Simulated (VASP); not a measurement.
Here is a VASP 6.6.1 calculation.

INCAR

```
ALGO     = Normal         # electronic algorithm
EDIFF    = 1E-6           # SCF threshold, eV
EDIFFG   = -0.05          # ionic threshold
ENCUT    = 600            # plane-wave cutoff, eV
GGA      = PE             # functional
IBRION   = 2              # ionic algorithm
ISIF     = 3              # what is computed and relaxed
ISMEAR   = 0              # smearing method
IVDW     = 12             # dispersion correction
LASPH    = True           # aspherical terms in the spheres
LCHARG   = False          # write CHGCAR
LREAL    = False          # projectors in reciprocal space
LWAVE    = False          # write WAVECAR
NELM     = 100            # most SCF steps
NSW      = 90             # ionic steps
PREC     = Accurate       # precision mode
SIGMA    = 0.1            # smearing width, eV
```

Contents of KPOINTS:

```
k-points
0
Gamma
  6 6 4
```

POSCAR

```
HgC2S2N2
1.0
    5.4390000000     -2.0210000000      0.0000000000
    5.4390000000      2.0210000000      0.0000000000
   -0.5921680587      0.0000000000      6.4076955288
Hg C S N
1 2 2 2
Direct
    0.0000000000      0.0000000000      0.0000000000
    0.2597000000      0.2597000000      0.2261000000
    0.7403000000      0.7403000000      0.7739000000
    0.1269000000      0.1269000000      0.3222000000
    0.8731000000      0.8731000000      0.6778000000
    0.3580000000      0.3580000000      0.1638000000
    0.6420000000      0.6420000000      0.8362000000
```

Potentials or basis: VASP PAW PBE potentials, release 64 (Hg, C, S, N).

Command:

```bash
$ cat potpaw_PBE.64/Hg/POTCAR potpaw_PBE.64/C/POTCAR potpaw_PBE.64/S/POTCAR potpaw_PBE.64/N/POTCAR > POTCAR
$ mpirun -np 1 vasp_std > vasp.out
```

Predict the dispersion energy per atom.

-0.172 eV.

Estimate the space group after relaxing (to 0.1 Å).

C2/m (No. 12).

What does it give for the band gap on the k mesh?

2.13 eV (least direct gap 2.22 eV).

What does it give for the relaxed cell?

a = 5.797 Å, b = 5.797 Å, c = 6.421 Å, α = 93.63°, β = 93.63°, γ = 39.73°.

Stress tensor (GPa, compression positive):
```
-0.02  0.00  0.01
 0.00  0.13  0.00
 0.01  0.00  0.10
```

Caveat: spin-orbit coupling is left out, which moves the levels of the heavy elements. A k mesh can miss the band edges.
